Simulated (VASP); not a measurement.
A run of VASP 6.6.1 is set up as follows.

POSCAR

```
BAs
1.0
    0.0000000000      2.3724693156      2.3724693156
    2.3724693156      0.0000000000      2.3724693156
    2.3724693156      2.3724693156      0.0000000000
As B
1 1
Direct
    0.7500000000      0.7500000000      0.7500000000
    0.0000000000      0.0000000000      0.0000000000
```

INCAR.step1

```
  PREC = Accurate
  ENCUT = 520
  EDIFF = 1E-5
  ISMEAR = -1
  SIGMA = 0.05
  LREAL = F
  LASPH = T
  NELM = 60
  ALGO = Normal
  ISIF = 2
  LWAVE = T
  GGA = PE
  NBANDS = 11
```

Contents of INCAR.step2:

```
  PREC = Accurate
  ENCUT = 520
  EDIFF = 1E-6
  ISMEAR = -1
  SIGMA = 0.05
  LREAL = F
  LASPH = T
  NELM = 60
  ALGO = Normal
  ISIF = 2
  LWAVE = F
  LCHARG = T
  GGA = B5
  LHFCALC = T
  AEXX = 0.2
  AGGAX = 0.72
  AGGAC = 0.81
  ALDAC = 0.19
  PRECFOCK = Normal
  LELF = T
  LVHAR = T
  ISTART = 1
  NBANDS = 11
```

File KPOINTS:

```
Automatic mesh
0
Gamma
  5 5 5
```

Potentials or basis: VASP PAW PBE potentials, release 64 (As, B).

Run with:

```sh
$ cat potpaw_PBE.64/As/POTCAR potpaw_PBE.64/B/POTCAR > POTCAR
$ cp INCAR.step1 INCAR
$ mpirun -np 1 vasp_std > vasp.out
$ cp INCAR.step2 INCAR
$ mpirun -np 1 vasp_std > vasp.out
```

Task: What does it give for the band gap on the k mesh?

Result: 2.52 eV (least direct gap 4.67 eV).

Task: What does it give for the pressure?

Result: 7.7 GPa.

Caveat: the k points lie up to 0.46 Å⁻¹ apart; the PAW data sets were made with another functional, which shifts forces and pressure a little; an odd mesh through Γ misses points on the zone boundary, where band edges can lie.
